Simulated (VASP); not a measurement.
# BaTiO3 (R3m) in VASP: further runs

The runs below take BaTiO3 through single point, relaxation of cell and atoms, with r2SCAN, PBE.

Program: VASP 6.6.1. These are calculated values, not measurements. Logs are shortened: lines on timing, memory, paths and dates and some standing lists are left out, and cuts for length are marked.

## Step 1: The cell of the first run

The structure is trigonal, space group R3m (No. 160). The conventional cell has a = 5.680 Å, b = 5.680 Å, c = 6.994 Å, α = 90.00°, β = 90.00°, γ = 120.00°. Within 3.7 Å of Ba (site symmetry 3m) lie 12 O at 2.78 to 2.93 Å and 8 Ti at 3.40 to 3.59 Å. Within 2.5 Å of Ti (site symmetry 3m) lie 6 O at 1.87 to 2.16 Å. Within 2.5 Å of O (site symmetry m) lie 2 Ti at 1.87 to 2.16 Å.

## Step 2: Single point, r2SCAN

POSCAR reads:

```
BaTiO3
1.0
    2.8399983144      1.6396737913      2.3313532688
   -2.8399983144      1.6396737913      2.3313532688
    0.0000000000     -3.2793475827      2.3313532687
Ba Ti O
1 1 3
Direct
   -0.0032057798     -0.0032057798     -0.0032057798
    0.4833346617      0.4833346617      0.4833346617
    0.5098255445      0.5098255445      0.0194200292
    0.0194200292      0.5098255445      0.5098255445
    0.5098255445      0.0194200292      0.5098255445
```

INCAR.step1 reads:

```
PREC = Accurate
ENCUT = 520
ISMEAR = 0
SIGMA = 0.01
LREAL = False
LASPH = True
NELM = 60
NBANDS = 28
GGA = PE
ALGO = Normal
EDIFF = 1E-4
LWAVE = True
LCHARG = False
```

INCAR.step2 reads:

```
PREC = Accurate
ENCUT = 520
EDIFF = 1E-6
ISMEAR = 0
SIGMA = 0.01
LREAL = False
LASPH = True
NELM = 60
ALGO = Normal
ISIF = 2
LWAVE = False
LCHARG = False
METAGGA = R2SCAN
LMIXTAU = True
NBANDS = 28
ISTART = 1
```

KPOINTS reads:

```
Automatic mesh
0
Gamma
  6 6 6
```

Potentials or basis: VASP PAW PBE potentials, release 64 (Ba_sv, Ti_sv, O).

Run with:

```console
$ cat potpaw_PBE.64/Ba_sv/POTCAR potpaw_PBE.64/Ti_sv/POTCAR potpaw_PBE.64/O/POTCAR > POTCAR
$ cp INCAR.step1 INCAR
$ mpirun -np 1 vasp_std > vasp.out
$ cp INCAR.step2 INCAR
$ mpirun -np 1 vasp_std > vasp.out
```

OUTCAR:

```text
PREC = Accurate
   ENCUT = 520
   EDIFF = 1E-6
   ISMEAR = 0
   LREAL = False
   LASPH = True
   NELM = 60
   ISIF = 2
   METAGGA = R2SCAN
   ISTART = 1

 ion  position               nearest neighbor table
   1  0.997  0.997  0.997-   4 2.78   5 2.78   3 2.78   3 2.84   3 2.84   5 2.84   4 2.84   4 2.84
                             5 2.84   4 2.93   5 2.93   3 2.93   2 3.40   2 3.45   2 3.45   2 3.45
   2  0.483  0.483  0.483-   4 1.87   5 1.87   3 1.87   5 2.16   4 2.16   3 2.16   1 3.40   1 3.45
                             1 3.45   1 3.45   1 3.51   1 3.51   1 3.51   1 3.59
   3  0.510  0.510  0.019-   2 1.87   2 2.16   1 2.78   1 2.84   1 2.84   1 2.93
   4  0.019  0.510  0.510-   2 1.87   2 2.16   1 2.78   1 2.84   1 2.84   1 2.93
   5  0.510  0.019  0.510-   2 1.87   2 2.16   1 2.78   1 2.84   1 2.84   1 2.93

  LATTYP: Found a trigonal (rhomboedric) cell.
 ALAT       =     4.0235964797
 COS(alpha) =     0.0035917351

  Lattice vectors:

 A1 = (   2.8399983144,   1.6396737913,   2.3313532688)
 A2 = (  -2.8399983144,   1.6396737913,   2.3313532688)
 A3 = (   0.0000000000,  -3.2793475827,   2.3313532687)

Analysis of symmetry for initial positions (statically):
=====================================================================
 Subroutine PRICEL returns:
 Original cell was already a primitive cell.

 Routine SETGRP: Setting up the symmetry group for a
 trigonal (rhombohedral) supercell.

 Subroutine GETGRP returns: Found  6 space group operations
 (whereof  6 operations were pure point group operations)
 out of a pool of 12 trial point group operations.

The static configuration has the point symmetry C_3v.

Analysis of symmetry for dynamics (positions and initial velocities):
=====================================================================
 Subroutine PRICEL returns:
 Original cell was already a primitive cell.

 Routine SETGRP: Setting up the symmetry group for a
 trigonal (rhombohedral) supercell.

 Subroutine GETGRP returns: Found  6 space group operations
 (whereof  6 operations were pure point group operations)
 out of a pool of 12 trial point group operations.

The dynamic configuration has the point symmetry C_3v.

 Subroutine INISYM returns: Found  6 space group operations
 (whereof  6 operations are pure point group operations),
 and found     1 'primitive' translations

----------------------------------------------------------------------------------------

                                     Primitive cell
[... 99 lines left out ...]
   EDIFFG = 0.1E-04   stopping-criterion for IOM
   NSW    =      0    number of steps for IOM
   IBRION =     -1    ionic relax: 0-MD 1-quasi-New 2-CG
   NFREE  =      0    steps in history (QN), initial steepest desc. (CG)
   ISIF   =      2    stress and relaxation
   ISYM   =      2    0-nonsym 1-usesym 2-fastsym
   POTIM  = 0.5000    time-step for ionic-motion
   TEBEG  =    0.0;   TEEND  =   0.0 temperature during run
   PSTRESS=    0.0 pullay stress
   NELECT =      40.0000    total number of electrons
   NUPDOWN=      -1.0000    fix difference up-down
   EMIN   =  10.00;   EMAX   =-10.00  energy-range for DOS
   EFERMI =   0.00;   METHOD = LEGACY
   ISMEAR =     0;   SIGMA  =   0.01  broadening in eV -4-tet -1-fermi 0-gaus
   EFERMI_NEDOS =   21; number of points for ismear=-14 and -15
   IALGO  =     38    algorithm
   IMIX   =      4    mixing-type and parameters
     AMIX     =   0.40;   BMIX     =  1.00
     AMIX_MAG =   1.60;   BMIX_MAG =  1.00
  volume/ion in A,a.u.               =      13.03        87.91
  Fermi-wavevector in a.u.,A,eV,Ry     =   1.391500  2.629554 26.344582  1.936272
  Thomas-Fermi vector in A             =   2.515333
   LORBIT       =      0    0 simple, 1 ext, 2 COOP (PROOUT), +10 PAW based schemes
   METAGGA = R2SCAN    functional components
   LHFCALC =     F    Hartree Fock is set to
   AEXX    =    0.0000 exact exchange contribution
   IVDW    =     0    specifies the selected vdW correction
   LEPSILON=     F    determine dielectric tensor
   LRPA    =     F    only Hartree local field effects (RPA)
 non-spin polarized calculation
 Gauss-broadening in eV      SIGMA  =   0.01
  energy-cutoff  :      520.00
  volume of cell :       65.14
 maximum number of plane-waves:      1776
 NGX is ok and might be reduce to    30
   NGX = 15   NGY = 15   NGZ = 15

 number of electron      40.0000008 magnetization

 Free energy of the ion-electron system (eV)
  ---------------------------------------------------
  ext. energy  EPLUGINS =         0.00000000
  ---------------------------------------------------
  free energy    TOTEN  =       -74.26832566 eV

  energy without entropy =      -74.26832566  energy(sigma->0) =      -74.26832566

 E-fermi :   3.3946     XC(G=0): -11.8074

 val. band max:        3.3398686204   @ k =   0.5000   0.5000   0.5000
 cond. band min:       6.1880064806   @ k =   0.0000   0.0000   0.0000
 fundamental gap:      2.8481378602
 Fermi energy:         3.3945960101

 k-point     1 :       0.0000    0.0000    0.0000
  band No.  band energies     occupation
      1     -55.1715      2.00000
      2     -30.3740      2.00000
      3     -30.3740      2.00000
      4     -30.3715      2.00000
      5     -22.1524      2.00000
      6     -14.4122      2.00000
[... 733 lines left out ...]
     27      12.0743      0.00000
     28      12.5983      0.00000

 [... further k-points ...]

------------------------ aborting loop because EDIFF is reached ----------------------------------------

  FORCE on cell =-STRESS in cart. coord.  units (eV):
  Direction    XX          YY          ZZ          XY          YZ          ZX
  --------------------------------------------------------------------------------------
  -------------------------------------------------------------------------------------
  Total        0.8008007      0.8008007      0.7461222      0.0000000      0.0000000      0.0000000
  in kB       19.6970041     19.6970041     18.3520948      0.0000000      0.0000000      0.0000000
  external PRESSURE =      19.2487010 kB  Pullay stress =       0.0000000 kB

 VOLUME and BASIS-vectors are now :
 -----------------------------------------------------------------------------
  energy-cutoff  :      520.00
  volume of cell :       65.14
      direct lattice vectors                 reciprocal lattice vectors
     2.839998314  1.639673791  2.331353269     0.176056443  0.101646234  0.142978474
    -2.839998314  1.639673791  2.331353269    -0.176056443  0.101646234  0.142978474
     0.000000000 -3.279347583  2.331353269     0.000000000 -0.203292469  0.142978474

 POSITION                                       TOTAL-FORCE (eV/Angst)
 -----------------------------------------------------------------------------------
      0.00000     -0.00000      6.97164         0.000000     -0.000000      0.030489
      0.00000     -0.00000      3.38047         0.000000     -0.000000      0.175404
      0.00000      1.60821      2.42244         0.000000      0.075654     -0.068631
     -1.39275     -0.80411      2.42244        -0.065518     -0.037827     -0.068631
      1.39275     -0.80411      2.42244         0.065518     -0.037827     -0.068631
 -----------------------------------------------------------------------------------
    total drift:                               -0.000000      0.000001     -0.004208

  FREE ENERGIE OF THE ION-ELECTRON SYSTEM (eV)
  ---------------------------------------------------
  free  energy   TOTEN  =       -74.2683256627 eV

  energy  without entropy=      -74.2683256627  energy(sigma->0) =      -74.26832566
```

OUTCAR.step1:

```text
PREC = Accurate
   ENCUT = 520
   ISMEAR = 0
   LREAL = False
   LASPH = True
[... 979 lines left out ...]
      0.00000     -0.00000      3.38047         0.000000     -0.000000      0.129988
      0.00000      1.60821      2.42244         0.000000      0.119446     -0.050196
     -1.39275     -0.80411      2.42244        -0.103443     -0.059723     -0.050196
      1.39275     -0.80411      2.42244         0.103443     -0.059723     -0.050196
 -----------------------------------------------------------------------------------
    total drift:                               -0.000000      0.000001      0.001123

  FREE ENERGIE OF THE ION-ELECTRON SYSTEM (eV)
  ---------------------------------------------------
  free  energy   TOTEN  =       -40.0230188961 eV

  energy  without entropy=      -40.0230188961  energy(sigma->0) =      -40.02301890
```

Run time: 9.9 min. Hardware: 1 thread of Intel Xeon 8259CL, shared host; peak memory 0.21 GiB.

What came out:

| Property | Result |
| --- | --- |
| Free energy | -74.2683 eV |
| Pressure | 1.9 GPa |
| Largest force | 0.175 eV/Å |
| Band gap on the k mesh | 2.85 eV (least direct gap 3.31 eV) |

Forces in eV/Å, atoms in the order of the input:
```
Ba   0.000  0.000  0.030
Ti   0.000  0.000  0.175
O    0.000  0.076 -0.069
O   -0.066 -0.038 -0.069
O    0.066 -0.038 -0.069
```

Caveat: the PAW data sets were made with another functional, which shifts forces and pressure a little; spin-orbit coupling is left out, which moves the levels of the heavy elements. A k mesh can miss the band edges.

## Step 3: Relaxation of cell and atoms, PBE

This run uses another cell than the first one, of 12.84 Å³/atom.

INCAR reads:

```
PREC = Accurate ; ENCUT = 600
EDIFF = 1E-6 ; ISMEAR = -1
SIGMA = 0.02 ; LREAL = F
LASPH = T ; NELM = 60
ALGO = Normal ; ISIF = 3
LWAVE = F ; LCHARG = F
GGA = PE ; IBRION = 2
NSW = 80 ; EDIFFG = -0.005
```

KPOINTS is that of step 2.

POSCAR reads:

```
BaTiO3
1.0
    2.8273666084      1.6323808724      2.3183934932
   -2.8273666084      1.6323808724      2.3183934932
    0.0000000000     -3.2647617449      2.3183934932
Ba Ti O
1 1 3
Direct
    0.0000000000      0.0000000000      0.0000000000
    0.4845000000      0.4845000000      0.4845000000
    0.5086000000      0.5086000000      0.0175000000
    0.0175000000      0.5086000000      0.5086000000
    0.5086000000      0.0175000000      0.5086000000
```

Potentials or basis: VASP PAW PBE potentials, release 64 (Ba_sv, Ti_sv, O).

Run with:

```console
$ cat potpaw_PBE.64/Ba_sv/POTCAR potpaw_PBE.64/Ti_sv/POTCAR potpaw_PBE.64/O/POTCAR > POTCAR
$ mpirun -np 1 vasp_std > vasp.out
```

Wall time 20 min (1 thread of Intel Xeon 8259CL, shared host); peak memory 0.23 GiB.

The run converged. Its results:

- Free energy: -40.0599 eV
- Relaxed volume: 13.53 Å³/atom
- Relaxed cell: a = 4.074 Å, b = 4.074 Å, c = 4.074 Å, α = 89.69°, β = 89.69°, γ = 89.69°
- Space group after relaxing (to 0.1 Å): R3m (No. 160)
- Energy gained by relaxing: 12.4 meV/atom
- Ionic steps: 17
- Pressure after relaxing: 0.0 GPa
- Largest force after relaxing: 0.004 eV/Å
- Band gap on the k mesh: 2.58 eV (least direct gap 3.13 eV)

Forces on the atoms (eV/Å):
```
Ba   0.000  0.000 -0.003
Ti   0.000  0.000  0.004
O    0.000  0.000  0.000
O    0.000  0.000  0.000
O    0.000  0.000  0.000
```

Step by step:
| step | energy change (eV) | largest force (eV/Å) | pressure (GPa) | volume (Å³) |
| --- | --- | --- | --- | --- |
| 1 | 0.0000 | 0.2068 | 6.66 | 64.20 |
| 2 | 0.0055 | 0.5783 | -5.80 | 69.29 |
| 3 | -0.0493 | 0.2130 | 0.11 | 66.60 |
| 4 | -0.0493 | 0.2054 | 0.23 | 66.55 |
| 5 | -0.0546 | 0.1713 | 0.20 | 66.81 |
| 6 | -0.0594 | 0.1474 | 0.37 | 67.55 |
| 7 | -0.0599 | 0.0930 | 0.28 | 67.36 |
| 8 | -0.0612 | 0.0576 | -0.44 | 67.76 |
| 9 | -0.0612 | 0.0574 | -0.46 | 67.76 |
| 10 | -0.0619 | 0.0498 | 0.04 | 67.64 |
| 11 | -0.0619 | 0.0393 | 0.00 | 67.65 |
| 12 | -0.0620 | 0.0176 | -0.02 | 67.64 |
| 13 | -0.0621 | 0.0057 | -0.03 | 67.64 |
| 14 | -0.0621 | 0.0063 | -0.02 | 67.64 |
| 15 | -0.0621 | 0.0118 | -0.03 | 67.64 |
| 16 | -0.0621 | 0.0077 | -0.01 | 67.64 |
| 17 | -0.0621 | 0.0036 | 0.00 | 67.63 |

Final structure:
```cif
data_structure
_symmetry_space_group_name_H-M 'P 1'
_symmetry_Int_Tables_number 1
_cell_length_a 4.0743
_cell_length_b 4.0743
_cell_length_c 4.0743
_cell_angle_alpha 89.691
_cell_angle_beta 89.691
_cell_angle_gamma 89.691
_cell_volume 67.63
loop_
_atom_site_label
_atom_site_type_symbol
_atom_site_fract_x
_atom_site_fract_y
_atom_site_fract_z
_atom_site_occupancy
Ba1 Ba 0.99528 0.99528 0.99528 1
Ti1 Ti 0.48003 0.48003 0.48003 1
O1 O 0.51081 0.51081 0.02227 1
O2 O 0.02227 0.51081 0.51081 1
O3 O 0.51081 0.02227 0.51081 1
```

Levels at points of the mesh, in eV from the valence-band top:
```
           k point  band 16  band 17  band 18  band 19  band 20  band 21  band 22  band 23  band 24
(0.00, 0.00, 0.00)    -1.34    -0.97    -0.70    -0.55    -0.55     2.58     2.58     2.75     4.44
(0.50, 0.00, 0.00)    -2.00    -1.60    -1.51    -1.05    -0.88     2.73     3.69     3.84     4.40
(0.50, 0.50, 0.00)    -2.55    -1.58    -0.92    -0.84    -0.09     3.77     3.79     4.09     4.82
(0.50, 0.50, 0.50)    -2.39    -2.33    -0.03    -0.03     0.00     4.11     4.33     4.33     6.33
```

Caveat: spin-orbit coupling is left out, which moves the levels of the heavy elements.
